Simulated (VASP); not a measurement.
# CoO (R-3m) in VASP: further runs, part 2 of 2

VASP 6.6.1.

## Step 4: Single point, PBEsol, collinear spin, ferromagnetic start

Input file INCAR:

```
PREC = Accurate ; ENCUT = 520
EDIFF = 1E-6 ; ISMEAR = 0
SIGMA = 0.1 ; LREAL = F
LASPH = T ; NELM = 150
ALGO = Normal ; ISIF = 2
LWAVE = F ; LCHARG = T
ISPIN = 2 ; MAGMOM = 2.75 0.38
LORBIT = 11 ; LMAXMIX = 4
GGA = PS ; LELF = T
LVHAR = T ; NBANDS = 18
```

Input file KPOINTS:

```
Automatic mesh
0
Gamma
  18 18 18
```

Input file POSCAR:

```
CoO
1.0
    1.5054695445      0.8691832468      2.4399269062
   -1.5054695445      0.8691832468      2.4399269062
    0.0000000000     -1.7383664936      2.4399269062
Co O
1 1
Direct
    0.0000000000      0.0000000000      0.0000000000
    0.5000000000      0.5000000000      0.5000000000
```

Potentials or basis: VASP PAW PBE potentials, release 64 (Co, O).

Command:

```sh
cat potpaw_PBE.64/Co/POTCAR potpaw_PBE.64/O/POTCAR > POTCAR
mpirun -np 1 vasp_std > vasp.out
```

OUTCAR:

```text
PREC = Accurate
   ENCUT = 520
   EDIFF = 1E-6
   ISMEAR = 0
   LREAL = F
   LASPH = T
   NELM = 150
   ISIF = 2
   ISPIN = 2
   LORBIT = 11
   GGA = PS

 ion  position               nearest neighbor table
   1  0.000  0.000  0.000-   2 2.12   2 2.12   2 2.12   2 2.12   2 2.12   2 2.12
   2  0.500  0.500  0.500-   1 2.12   1 2.12   1 2.12   1 2.12   1 2.12   1 2.12

  LATTYP: Found a trigonal (rhomboedric) cell.
 ALAT       =     2.9958573687
 COS(alpha) =     0.4949531368

  Lattice vectors:

 A1 = (   1.5054695445,   0.8691832468,   2.4399269062)
 A2 = (  -1.5054695445,   0.8691832468,   2.4399269062)
 A3 = (   0.0000000000,  -1.7383664936,   2.4399269062)

Analysis of symmetry for initial positions (statically):
=====================================================================
 Subroutine PRICEL returns:
 Original cell was already a primitive cell.

 Routine SETGRP: Setting up the symmetry group for a
 trigonal (rhombohedral) supercell.

 Subroutine GETGRP returns: Found 12 space group operations
 (whereof 12 operations were pure point group operations)
 out of a pool of 12 trial point group operations.

The static configuration has the point symmetry D_3d.

Analysis of symmetry for dynamics (positions and initial velocities):
=====================================================================
 Subroutine PRICEL returns:
 Original cell was already a primitive cell.

 Routine SETGRP: Setting up the symmetry group for a
 trigonal (rhombohedral) supercell.

 Subroutine GETGRP returns: Found 12 space group operations
 (whereof 12 operations were pure point group operations)
 out of a pool of 12 trial point group operations.

The dynamic configuration has the point symmetry D_3d.

Analysis of structural, dynamic, and magnetic symmetry:
=====================================================================
 Subroutine PRICEL returns:
 Original cell was already a primitive cell.

 Routine SETGRP: Setting up the symmetry group for a
 trigonal (rhombohedral) supercell.

 Subroutine GETGRP returns: Found 12 space group operations
 (whereof 12 operations were pure point group operations)
 out of a pool of 12 trial point group operations.

The overall configuration has the point symmetry D_3d.

 Subroutine INISYM returns: Found 12 space group operations
 (whereof 12 operations are pure point group operations),
 and found     1 'primitive' translations

----------------------------------------------------------------------------------------

                                     Primitive cell

  volume of cell :      19.1563

  direct lattice vectors                    reciprocal lattice vectors
     1.505469544  0.869183247  2.439926906     0.332122295  0.191750896  0.136616114
    -1.505469544  0.869183247  2.439926906    -0.332122295  0.191750896  0.136616114
     0.000000000 -1.738366494  2.439926906     0.000000000 -0.383501793  0.136616114

  length of vectors
     2.995857369  2.995857369  2.995857369     0.407108816  0.407108816  0.407108816

  position of ions in fractional coordinates (direct lattice)
     0.000000000  0.000000000  0.000000000
     0.500000000  0.500000000  0.500000000

  ion indices of the primitive-cell ions
[... 65 lines left out ...]
 SYSTEM =  unknown system
   PREC   = accura    normal or accurate (medium, high low for compatibility)
   ISTART =      0    job   : 0-new  1-cont  2-samecut
   ICHARG =      2    charge: 1-file 2-atom 10-const
   ISPIN  =      2    spin polarized calculation?
   LNONCOLLINEAR =      F non collinear calculations
   LSORBIT =      F    spin-orbit coupling
   LASPH  =      T    aspherical Exc in radial PAW
   ENCUT  =  520.0 eV  38.22 Ry    6.18 a.u.   5.57  5.57  5.57*2*pi/ulx,y,z
   NELM   =    150;   NELMIN=  2; NELMDL= -5     # of ELM steps
   EDIFF  = 0.1E-05   stopping-criterion for ELM
   LREAL  =      F    real-space projection
   EDIFFG = 0.1E-04   stopping-criterion for IOM
   NSW    =      0    number of steps for IOM
   IBRION =     -1    ionic relax: 0-MD 1-quasi-New 2-CG
   NFREE  =      0    steps in history (QN), initial steepest desc. (CG)
   ISIF   =      2    stress and relaxation
   ISYM   =      2    0-nonsym 1-usesym 2-fastsym
   POTIM  = 0.5000    time-step for ionic-motion
   TEBEG  =    0.0;   TEEND  =   0.0 temperature during run
   PSTRESS=    0.0 pullay stress
   NELECT =      15.0000    total number of electrons
   NUPDOWN=      -1.0000    fix difference up-down
   EMIN   =  10.00;   EMAX   =-10.00  energy-range for DOS
   EFERMI =   0.00;   METHOD = LEGACY
   ISMEAR =     0;   SIGMA  =   0.10  broadening in eV -4-tet -1-fermi 0-gaus
   EFERMI_NEDOS =   21; number of points for ismear=-14 and -15
   IALGO  =     38    algorithm
   IMIX   =      4    mixing-type and parameters
     AMIX     =   0.40;   BMIX     =  1.00
     AMIX_MAG =   1.60;   BMIX_MAG =  1.00
  volume/ion in A,a.u.               =       9.58        64.64
  Fermi-wavevector in a.u.,A,eV,Ry     =   1.508927  2.851458 30.978555  2.276860
  Thomas-Fermi vector in A             =   2.619316
   LORBIT       =     11    0 simple, 1 ext, 2 COOP (PROOUT), +10 PAW based schemes
   GGA     = PS    functional components
   LHFCALC =     F    Hartree Fock is set to
   AEXX    =    0.0000 exact exchange contribution
   IVDW    =     0    specifies the selected vdW correction
   LEPSILON=     F    determine dielectric tensor
   LRPA    =     F    only Hartree local field effects (RPA)
 spin polarized calculation
 Gauss-broadening in eV      SIGMA  =   0.10
  energy-cutoff  :      520.00
  volume of cell :       19.16
 maximum number of plane-waves:       534
   NGX = 11   NGY = 11   NGZ = 11

 number of electron      15.0000005 magnetization       2.9329324

 Free energy of the ion-electron system (eV)
  ---------------------------------------------------
  ext. energy  EPLUGINS =         0.00000000
  ---------------------------------------------------
  free energy    TOTEN  =       -13.96488587 eV

  energy without entropy =      -13.94490137  energy(sigma->0) =      -13.95489362

 E-fermi :   7.9444     XC(G=0): -12.7112

 val. band max:        7.9441613921   @ k =   0.5000   0.5000   0.2778
 cond. band min:       7.9453595475   @ k =   0.3889   0.3889   0.1667
 fundamental gap:      0.0011981554
 Fermi energy:         7.9444198202

 spin component 1

 k-point     1 :       0.0000    0.0000    0.0000
  band No.  band energies     occupation
      1     -12.3597      1.00000
      2       4.6459      1.00000
      3       4.6459      1.00000
      4       4.6715      1.00000
      5       4.6715      1.00000
      6       4.7203      1.00000
[... 493 lines left out ...]
     17      34.8129      0.00000
     18      36.7633      0.00000

 [... further k-points ...]

 spin component 2

 k-point     1 :       0.0000    0.0000    0.0000
  band No.  band energies     occupation
      1     -11.8174      1.00000
      2       5.2855      1.00000
      3       5.2855      1.00000
      4       5.3397      1.00000
      5       6.8104      1.00000
      6       6.8104      1.00000
[... 493 lines left out ...]
     17      35.3051      0.00000
     18      37.5292      0.00000

 [... further k-points ...]

------------------------ aborting loop because EDIFF is reached ----------------------------------------

  FORCE on cell =-STRESS in cart. coord.  units (eV):
  Direction    XX          YY          ZZ          XY          YZ          ZX
  --------------------------------------------------------------------------------------
  -------------------------------------------------------------------------------------
  Total       -1.1313742     -1.1313742     -1.1770031      0.0000000      0.0000000     -0.0000000
  in kB      -94.6249085    -94.6249085    -98.4411820      0.0000000      0.0000000     -0.0000000
  external PRESSURE =     -95.8969996 kB  Pullay stress =       0.0000000 kB

 VOLUME and BASIS-vectors are now :
 -----------------------------------------------------------------------------
  energy-cutoff  :      520.00
  volume of cell :       19.16
      direct lattice vectors                 reciprocal lattice vectors
     1.505469544  0.869183247  2.439926906     0.332122295  0.191750896  0.136616114
    -1.505469544  0.869183247  2.439926906    -0.332122295  0.191750896  0.136616114
     0.000000000 -1.738366494  2.439926906     0.000000000 -0.383501793  0.136616114

 POSITION                                       TOTAL-FORCE (eV/Angst)
 -----------------------------------------------------------------------------------
      0.00000      0.00000      0.00000         0.000000     -0.000000     -0.000000
      0.00000      0.00000      3.65989         0.000000      0.000000      0.000000
 -----------------------------------------------------------------------------------
    total drift:                               -0.000000      0.000000     -0.000000

  FREE ENERGIE OF THE ION-ELECTRON SYSTEM (eV)
  ---------------------------------------------------
  free  energy   TOTEN  =       -13.9648858672 eV

  energy  without entropy=      -13.9449013749  energy(sigma->0) =      -13.95489362

 total charge

# of ion       s       p       d       tot
------------------------------------------
    1        0.300   0.367   7.149   7.816
    2        1.551   3.404   0.000   4.954
--------------------------------------------------
tot          1.850   3.771   7.149  12.770

 magnetization (x)

# of ion       s       p       d       tot
------------------------------------------
    1        0.020   0.018   2.525   2.562
    2        0.030   0.288   0.000   0.318
--------------------------------------------------
tot          0.049   0.306   2.525   2.880
```

stdout:

```text
POSCAR found type information on POSCAR CoO
 POSCAR found :  2 types and       2 ions
 scaLAPACK will be used
 -----------------------------------------------------------------------------
|                                                                             |
|                                                                             |
|     You enforced a specific xc type in the INCAR file but a different       |
|     I HOPE YOU KNOW WHAT YOU ARE DOING!                                     |
|                                                                             |
 -----------------------------------------------------------------------------

 LDA part: xc-table for (Slater+PW92), standard interpolation
 POSCAR, INCAR and KPOINTS ok, starting setup
 FFT: planning ... GRIDC
 FFT: planning ... GRID_SOFT
 FFT: planning ... GRID
 WAVECAR not read
 entering main loop
```

Run time: 4.5 min. Hardware: 1 thread of Intel Xeon 6975P-C, shared host; peak memory 0.41 GiB.

Results:

```
Free energy                                           : -13.9649 eV
Pressure                                              : -9.6 GPa
Net moment                                            : 2.93 μB per cell
Site moments                                          : Co +2.56; O +0.32 μB
Valence electrons inside the program's atomic spheres : Co 7.82; O 4.95
```

Stress tensor (GPa, compression positive):
```
-9.46  0.00  0.00
 0.00 -9.46  0.00
 0.00  0.00 -9.84
```

Caveat: the PAW data sets were made with another functional, which shifts forces and pressure a little; a cell with one magnetic atom can't hold antiferromagnetic order, which such compounds often take; semilocal functionals often make such compounds metallic where correlation or magnetic order opens a gap, which also shifts bond lengths. With open d or f shells a metallic result of PBEsol can be an artefact of self-interaction; +U or a hybrid may open a gap.

## Step 5: Summary

| k mesh | smearing | gap on the mesh (eV) | pressure (GPa) | moment (μB) |
| --- | --- | --- | --- | --- |
| 9 × 9 × 9 | gaussian 0.4 eV | none | -9.8 | 2.79 |
| 12 × 12 × 12 | gaussian 0.1 eV | none | -9.6 | 2.94 |
| 18 × 18 × 18 | gaussian 0.1 eV | none | -9.6 | 2.93 |

Alike in all rows: task single point; level PBEsol; potentials or basis VASP PAW PBE potentials, release 64 (Co, O); spin collinear, ferromagnetic start; cell as given; cutoff (eV) 520.

Every run on the cell as given and a fine mesh finds a metal.

Caveats: the PAW data sets were made with another functional, which shifts forces and pressure a little; a cell with one magnetic atom can't hold antiferromagnetic order, which such compounds often take; semilocal functionals often make such compounds metallic where correlation or magnetic order opens a gap, which also shifts bond lengths.

Absolute energies hang on the potentials; compare differences alone.
